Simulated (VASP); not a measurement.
# CdS (Hawleyite) (F-43m) in VASP: notebook

Aim: see how the results for CdS (Hawleyite) move with the level of theory and the settings. Levels: r2SCAN, PBE, HSE06. Tasks: single point.

Program: VASP 6.6.1. These are calculated values, not measurements. Logs are shortened: lines on timing, memory, paths and dates and some standing lists are left out, and cuts for length are marked.

**1. The cell of the first run**

Symmetry: F-43m, No. 216, cubic system. Conventional cell: a = 5.878 Å, b = 5.878 Å, c = 5.878 Å, α = 90.00°, β = 90.00°, γ = 90.00°. Cd (site symmetry -43m) has 4 S at 2.55 Å within 3.4 Å. Within 3.4 Å of S (site symmetry -43m) lie 4 Cd at 2.55 Å.

**2. Single point, r2SCAN**

Input file POSCAR:

```
CdS
1.0
    0.0000000000      2.9392138866      2.9392138866
    2.9392138866      0.0000000000      2.9392138866
    2.9392138866      2.9392138866      0.0000000000
Cd S
1 1
Direct
    0.0000000000      0.0000000000      0.0000000000
    0.2500000000      0.2500000000      0.2500000000
```

Input file INCAR.step1:

```
ALGO = Normal ; EDIFF = 1E-4
ENCUT = 520 ; GGA = PE
ISMEAR = 0 ; LASPH = T
LCHARG = F ; LREAL = F
LWAVE = T ; NBANDS = 16
NELM = 100 ; PREC = Accurate
SIGMA = 0.01
```

Input file INCAR.step2:

```
ALGO = Normal ; EDIFF = 1E-6
ENCUT = 520 ; ISIF = 2
ISMEAR = 0 ; ISTART = 1
LASPH = T ; LCHARG = F
LMIXTAU = T ; LREAL = F
LWAVE = F ; METAGGA = R2SCAN
NBANDS = 16 ; NELM = 100
PREC = Accurate ; SIGMA = 0.01
```

Input file KPOINTS:

```
k-points
0
Gamma
  4 4 4
```

Potentials or basis: VASP PAW PBE potentials, release 64 (Cd, S).

The run is started by

```sh
$ cat potpaw_PBE.64/Cd/POTCAR potpaw_PBE.64/S/POTCAR > POTCAR
$ cp INCAR.step1 INCAR
$ mpirun -np 1 vasp_std > vasp.out
$ cp INCAR.step2 INCAR
$ mpirun -np 1 vasp_std > vasp.out
```

OUTCAR:

```text
EDIFF = 1E-6
   ENCUT = 520
   ISIF = 2
   ISMEAR = 0
   ISTART = 1
   LASPH = T
   LREAL = F
   METAGGA = R2SCAN
   NELM = 100
   PREC = Accurate

 ion  position               nearest neighbor table
   1  0.000  0.000  0.000-   2 2.55   2 2.55   2 2.55   2 2.55
   2  0.250  0.250  0.250-   1 2.55   1 2.55   1 2.55   1 2.55

  LATTYP: Found a face centered cubic cell.
 ALAT       =     5.8784277732

  Lattice vectors:

 A1 = (   0.0000000000,   2.9392138866,   2.9392138866)
 A2 = (   2.9392138866,   0.0000000000,   2.9392138866)
 A3 = (   2.9392138866,   2.9392138866,   0.0000000000)

Analysis of symmetry for initial positions (statically):
=====================================================================
 Subroutine PRICEL returns:
 Original cell was already a primitive cell.

 Routine SETGRP: Setting up the symmetry group for a
 face centered cubic supercell.

 Subroutine GETGRP returns: Found 24 space group operations
 (whereof 24 operations were pure point group operations)
 out of a pool of 48 trial point group operations.

The static configuration has the point symmetry T_d .

Analysis of symmetry for dynamics (positions and initial velocities):
=====================================================================
 Subroutine PRICEL returns:
 Original cell was already a primitive cell.

 Routine SETGRP: Setting up the symmetry group for a
 face centered cubic supercell.

 Subroutine GETGRP returns: Found 24 space group operations
 (whereof 24 operations were pure point group operations)
 out of a pool of 48 trial point group operations.

The dynamic configuration has the point symmetry T_d .

 Subroutine INISYM returns: Found 24 space group operations
 (whereof 24 operations are pure point group operations),
 and found     1 'primitive' translations

----------------------------------------------------------------------------------------

                                     Primitive cell

  volume of cell :      50.7836

  direct lattice vectors                    reciprocal lattice vectors
     0.000000000  2.939213887  2.939213887    -0.170113513  0.170113513  0.170113513
     2.939213887  0.000000000  2.939213887     0.170113513 -0.170113513  0.170113513
     2.939213887  2.939213887  0.000000000     0.170113513  0.170113513 -0.170113513

  length of vectors
     4.156676141  4.156676141  4.156676141     0.294645248  0.294645248  0.294645248

  position of ions in fractional coordinates (direct lattice)
     0.000000000  0.000000000  0.000000000
     0.250000000  0.250000000  0.250000000

  ion indices of the primitive-cell ions
   primitive index   ion index
                 1           1
                 2           2

----------------------------------------------------------------------------------------

 KPOINTS: k-points

Automatic generation of k-mesh.
 Grid dimensions read from file:
 generate k-points for:    4    4    4

 Generating k-lattice:

  Cartesian coordinates                     Fractional coordinates (reciprocal lattice)
    -0.042528378  0.042528378  0.042528378     0.250000000  0.000000000  0.000000000
     0.042528378 -0.042528378  0.042528378     0.000000000  0.250000000  0.000000000
     0.042528378  0.042528378 -0.042528378     0.000000000  0.000000000  0.250000000

  Length of vectors
     0.073661312  0.073661312  0.073661312

  Shift w.r.t. Gamma in fractional coordinates (k-lattice)
     0.000000000  0.000000000  0.000000000

 Subroutine IBZKPT returns following result:
 ===========================================

 Found      8 irreducible k-points:

 Following reciprocal coordinates:
            Coordinates               Weight
  0.000000  0.000000  0.000000      1.000000
  0.250000  0.000000  0.000000      8.000000
  0.500000  0.000000  0.000000      4.000000
  0.250000  0.250000  0.000000      6.000000
  0.500000  0.250000  0.000000     24.000000
 -0.250000  0.250000  0.000000     12.000000
  0.500000  0.500000  0.000000      3.000000
 -0.250000  0.500000  0.250000      6.000000
   k-points           NKPTS =      8   k-points in BZ     NKDIM =      8   number of bands    NBANDS=     16
   number of dos      NEDOS =    301   number of ions     NIONS =      2
   total plane-waves  NPLWV =  32768
   dimension x,y,z NGX =    32 NGY =   32 NGZ =   32
   dimension x,y,z NGXF=    64 NGYF=   64 NGZF=   64
   ions per type =               1   1
   NGX,Y,Z   is equivalent  to a cutoff of  12.80, 12.80, 12.80 a.u.
   NGXF,Y,Z  is equivalent  to a cutoff of  25.60, 25.60, 25.60 a.u.
 SYSTEM =  unknown system
   PREC   = accura    normal or accurate (medium, high low for compatibility)
   ISTART =      1    job   : 0-new  1-cont  2-samecut
   ICHARG =      0    charge: 1-file 2-atom 10-const
   ISPIN  =      1    spin polarized calculation?
   LNONCOLLINEAR =      F non collinear calculations
   LSORBIT =      F    spin-orbit coupling
   LASPH  =      T    aspherical Exc in radial PAW
   ENCUT  =  520.0 eV  38.22 Ry    6.18 a.u.   7.73  7.73  7.73*2*pi/ulx,y,z
   NELM   =    100;   NELMIN=  2; NELMDL=  0     # of ELM steps
   EDIFF  = 0.1E-05   stopping-criterion for ELM
   LREAL  =      F    real-space projection
   EDIFFG = 0.1E-04   stopping-criterion for IOM
   NSW    =      0    number of steps for IOM
   IBRION =     -1    ionic relax: 0-MD 1-quasi-New 2-CG
   NFREE  =      0    steps in history (QN), initial steepest desc. (CG)
   ISIF   =      2    stress and relaxation
   ISYM   =      2    0-nonsym 1-usesym 2-fastsym
   POTIM  = 0.5000    time-step for ionic-motion
   TEBEG  =    0.0;   TEEND  =   0.0 temperature during run
   PSTRESS=    0.0 pullay stress
   NELECT =      18.0000    total number of electrons
   NUPDOWN=      -1.0000    fix difference up-down
   EMIN   =  10.00;   EMAX   =-10.00  energy-range for DOS
   EFERMI =   0.00;   METHOD = LEGACY
   ISMEAR =     0;   SIGMA  =   0.01  broadening in eV -4-tet -1-fermi 0-gaus
   EFERMI_NEDOS =   21; number of points for ismear=-14 and -15
   IALGO  =     38    algorithm
   IMIX   =      4    mixing-type and parameters
     AMIX     =   0.40;   BMIX     =  1.00
     AMIX_MAG =   1.60;   BMIX_MAG =  1.00
  volume/ion in A,a.u.               =      25.39       171.35
  Fermi-wavevector in a.u.,A,eV,Ry     =   1.158576  2.189391 18.263073  1.342298
  Thomas-Fermi vector in A             =   2.295177
   LORBIT       =      0    0 simple, 1 ext, 2 COOP (PROOUT), +10 PAW based schemes
   METAGGA = R2SCAN    functional components
   LHFCALC =     F    Hartree Fock is set to
   AEXX    =    0.0000 exact exchange contribution
   IVDW    =     0    specifies the selected vdW correction
   LEPSILON=     F    determine dielectric tensor
   LRPA    =     F    only Hartree local field effects (RPA)
 non-spin polarized calculation
 Gauss-broadening in eV      SIGMA  =   0.01
  energy-cutoff  :      520.00
  volume of cell :       50.78
 maximum number of plane-waves:      1384
 NGX is ok and might be reduce to    32
   NGX = 15   NGY = 15   NGZ = 15

 number of electron      18.0000005 magnetization

 Free energy of the ion-electron system (eV)
  ---------------------------------------------------
  ext. energy  EPLUGINS =         0.00000000
  ---------------------------------------------------
  free energy    TOTEN  =       -29.65814377 eV

  energy without entropy =      -29.65814377  energy(sigma->0) =      -29.65814377

 E-fermi :   0.9437     XC(G=0):  -9.6133

 val. band max:        0.8712873310   @ k =   0.0000   0.0000   0.0000
 cond. band min:       2.3992106074   @ k =   0.0000   0.0000   0.0000
 fundamental gap:      1.5279232764
 Fermi energy:         0.9437357181

 k-point     1 :       0.0000    0.0000    0.0000
  band No.  band energies     occupation
      1     -11.8571      2.00000
      2      -7.0325      2.00000
      3      -7.0325      2.00000
      4      -7.0325      2.00000
      5      -6.5539      2.00000
      6      -6.5539      2.00000
[... 8 lines left out ...]
     15      12.8368      0.00000
     16      12.8368      0.00000

 k-point     2 :       0.2500    0.0000    0.0000
  band No.  band energies     occupation
      1     -11.6530      2.00000
      2      -6.9619      2.00000
      3      -6.9619      2.00000
      4      -6.7771      2.00000
      5      -6.5494      2.00000
      6      -6.5494      2.00000
[... 8 lines left out ...]
     15      11.9737      0.00000
     16      12.5408      0.00000

 k-point     3 :       0.5000    0.0000    0.0000
  band No.  band energies     occupation
      1     -11.4492      2.00000
      2      -6.9116      2.00000
      3      -6.9116      2.00000
      4      -6.5182      2.00000
      5      -6.5182      2.00000
      6      -6.1868      2.00000
[... 8 lines left out ...]
     15      13.9912      0.00000
     16      13.9912      0.00000

 k-point     4 :       0.2500    0.2500    0.0000
  band No.  band energies     occupation
      1     -11.5868      2.00000
      2      -6.8755      2.00000
      3      -6.8755      2.00000
      4      -6.8460      2.00000
      5      -6.5666      2.00000
      6      -6.5124      2.00000
[... 8 lines left out ...]
     15      13.2515      0.00000
     16      15.9355      0.00000

 k-point     5 :       0.5000    0.2500    0.0000
  band No.  band energies     occupation
      1     -11.3875      2.00000
      2      -6.8546      2.00000
      3      -6.7982      2.00000
      4      -6.6382      2.00000
      5      -6.5036      2.00000
      6      -6.1520      2.00000
[... 8 lines left out ...]
     15      14.1166      0.00000
     16      15.0828      0.00000

 k-point     6 :      -0.2500    0.2500    0.0000
  band No.  band energies     occupation
      1     -11.4527      2.00000
      2      -6.8778      2.00000
      3      -6.8698      2.00000
      4      -6.5748      2.00000
      5      -6.5636      2.00000
      6      -6.3064      2.00000
[... 8 lines left out ...]
     15      13.7702      0.00000
     16      14.8449      0.00000

 k-point     7 :       0.5000    0.5000    0.0000
  band No.  band energies     occupation
      1     -11.3231      2.00000
      2      -6.8003      2.00000
      3      -6.6901      2.00000
      4      -6.6901      2.00000
      5      -6.4706      2.00000
      6      -6.1201      2.00000
[... 8 lines left out ...]
     15      13.8152      0.00000
     16      14.9352      0.00000

 k-point     8 :      -0.2500    0.5000    0.2500
  band No.  band energies     occupation
      1     -11.3246      2.00000
      2      -6.7958      2.00000
      3      -6.7811      2.00000
      4      -6.5937      2.00000
      5      -6.5451      2.00000
      6      -5.9489      2.00000
[... 8 lines left out ...]
     15      14.6221      0.00000
     16      14.7767      0.00000

------------------------ aborting loop because EDIFF is reached ----------------------------------------

  FORCE on cell =-STRESS in cart. coord.  units (eV):
  Direction    XX          YY          ZZ          XY          YZ          ZX
  --------------------------------------------------------------------------------------
  -------------------------------------------------------------------------------------
  Total        0.1378422      0.1378422      0.1378422      0.0000000      0.0000000      0.0000000
  in kB        4.3487992      4.3487992      4.3487992      0.0000000      0.0000000      0.0000000
  external PRESSURE =       4.3487992 kB  Pullay stress =       0.0000000 kB

 VOLUME and BASIS-vectors are now :
 -----------------------------------------------------------------------------
  energy-cutoff  :      520.00
  volume of cell :       50.78
      direct lattice vectors                 reciprocal lattice vectors
     0.000000000  2.939213887  2.939213887    -0.170113513  0.170113513  0.170113513
     2.939213887  0.000000000  2.939213887     0.170113513 -0.170113513  0.170113513
     2.939213887  2.939213887  0.000000000     0.170113513  0.170113513 -0.170113513

 POSITION                                       TOTAL-FORCE (eV/Angst)
 -----------------------------------------------------------------------------------
      0.00000      0.00000      0.00000         0.000000      0.000000      0.000000
      1.46961      1.46961      1.46961        -0.000000     -0.000000     -0.000000
 -----------------------------------------------------------------------------------
    total drift:                               -0.000004     -0.000004     -0.000004

  FREE ENERGIE OF THE ION-ELECTRON SYSTEM (eV)
  ---------------------------------------------------
  free  energy   TOTEN  =       -29.6581437737 eV

  energy  without entropy=      -29.6581437737  energy(sigma->0) =      -29.65814377
```

Run time: 30 s. Hardware: 1 thread of AMD EPYC 7R13 (Zen 3), shared host; peak memory 0.15 GiB.

What came out:

| Property | Result |
| --- | --- |
| Free energy | -29.6581 eV |
| Pressure | 0.4 GPa |
| Band gap on the k mesh | 1.53 eV, direct |

Levels at points of the mesh, in eV from the valence-band top:
```csv
k point,band 5,band 6,band 7,band 8,band 9,band 10,band 11,band 12,band 13,band 14
"(0.00, 0.00, 0.00)",-7.43,-7.43,0.00,0.00,0.00,1.53,7.07,7.07,7.07,11.81
"(0.50, 0.00, 0.00)",-7.39,-7.06,-4.33,-0.73,-0.73,3.43,7.47,7.47,7.82,11.48
"(0.50, 0.50, 0.00)",-7.34,-6.99,-3.88,-1.85,-1.85,3.86,4.72,9.68,11.39,11.39
```

Caveat: the k points lie up to 0.46 Å⁻¹ apart; the PAW data sets were made with another functional, which shifts forces and pressure a little. r2SCAN opens gaps a little over a GGA but as a rule still falls short of measured ones.

**3. Single point, PBE**

Input file INCAR:

```
SYSTEM = CdS
ALGO = Normal
EDIFF = 1E-6
ENCUT = 520
GGA = PE
ISIF = 2
ISMEAR = 0
LASPH = .True.
LCHARG = .True.
LELF = .True.
LREAL = .False.
LVHAR = .True.
LWAVE = .False.
NBANDS = 16
NELM = 60
PREC = Accurate
SIGMA = 0.01
```

Input file KPOINTS:

```
k-points
0
Gamma
  6 6 6
  0 0 0
```

POSCAR is that of step 2.

Potentials or basis: VASP PAW PBE potentials, release 64 (Cd, S).

The run is started by

```sh
$ cat potpaw_PBE.64/Cd/POTCAR potpaw_PBE.64/S/POTCAR > POTCAR
$ mpirun -np 1 vasp_std > vasp.out
```

It took 16 s on 1 thread of AMD EPYC 7R13 (Zen 3), shared host; peak memory 0.15 GiB.

The run converged. Its results:

* Free energy: -6.1371 eV
* Pressure: 1.7 GPa
* Band gap on the k mesh: 1.10 eV, direct

Levels at points of the mesh, in eV from the valence-band top:
```csv
k point,band 5,band 6,band 7,band 8,band 9,band 10,band 11,band 12,band 13,band 14
"(0.00, 0.00, 0.00)",-7.20,-7.20,0.00,0.00,0.00,1.10,6.55,6.55,6.55,11.31
"(0.50, 0.00, 0.00)",-7.16,-6.84,-4.26,-0.72,-0.72,2.98,7.01,7.01,7.41,11.02
"(0.50, 0.50, 0.00)",-7.12,-6.78,-3.85,-1.80,-1.80,3.59,4.32,9.14,10.64,10.64
```

**4. Single point, HSE06**

POSCAR is that of step 3.

Input file INCAR.step1:

```
  PREC = Accurate
  ENCUT = 520
  EDIFF = 1E-5
  ISMEAR = 0
  SIGMA = 0.01
  LREAL = False
  LASPH = True
  NELM = 60
  ALGO = Normal
  ISIF = 2
  LWAVE = True
  LCHARG = False
  NBANDS = 16
  GGA = PE
```

Input file INCAR.step2:

```
  PREC = Accurate
  ENCUT = 520
  EDIFF = 1E-6
  ISMEAR = 0
  SIGMA = 0.01
  LREAL = False
  LASPH = True
  NELM = 60
  ALGO = Normal
  ISIF = 2
  LWAVE = False
  LCHARG = False
  GGA = PE
  LHFCALC = True
  HFSCREEN = 0.2079
  PRECFOCK = Normal
  NBANDS = 16
  ISTART = 1
```

Input file KPOINTS:

```
regular mesh
0
Gamma
  4 4 4
```

The run is started by

```sh
$ cat potpaw_PBE.64/Cd/POTCAR potpaw_PBE.64/S/POTCAR > POTCAR
$ cp INCAR.step1 INCAR
$ mpirun -np 1 vasp_std > vasp.out
$ cp INCAR.step2 INCAR
$ mpirun -np 1 vasp_std > vasp.out
```

It took 6.6 min on 1 thread of AMD EPYC 7R13 (Zen 3), shared host; peak memory 0.25 GiB.

It converged, with:

| Property | Result |
| --- | --- |
| Free energy | -7.5970 eV |
| Pressure | 0.6 GPa |
| Band gap on the k mesh | 2.12 eV, direct |

Levels at points of the mesh, in eV from the valence-band top:
```tsv
k point	band 5	band 6	band 7	band 8	band 9	band 10	band 11	band 12	band 13	band 14
(0.00, 0.00, 0.00)	-8.34	-8.34	0.00	0.00	0.00	2.12	7.70	7.70	7.70	12.63
(0.50, 0.00, 0.00)	-8.30	-7.94	-4.54	-0.77	-0.77	4.07	8.14	8.14	8.61	12.23
(0.50, 0.50, 0.00)	-8.26	-7.86	-4.11	-1.93	-1.93	4.48	5.44	10.44	12.13	12.13
```

Caveat: the k points lie up to 0.46 Å⁻¹ apart; the PAW data sets were made with another functional, which shifts forces and pressure a little.

**5. Overview**

```csv
level,k mesh,grid for exact exchange (PRECFOCK),screening parameter,gap on the mesh (eV),pressure (GPa)
r2SCAN,4 × 4 × 4,-,-,1.53,0.4
PBE,6 × 6 × 6,-,-,1.10,1.7
HSE06,4 × 4 × 4,Normal,0.2079 1/Å,2.12,0.6
```

Alike in all rows: task single point; potentials or basis VASP PAW PBE potentials, release 64 (Cd, S); no spin polarisation; cell as given; cutoff (eV) 520; smearing gaussian 0.01 eV.

Caveats: some runs use coarse meshes; the PAW data sets were made with another functional, which shifts forces and pressure a little (some runs).

Absolute energies hang on the potentials; compare differences alone.
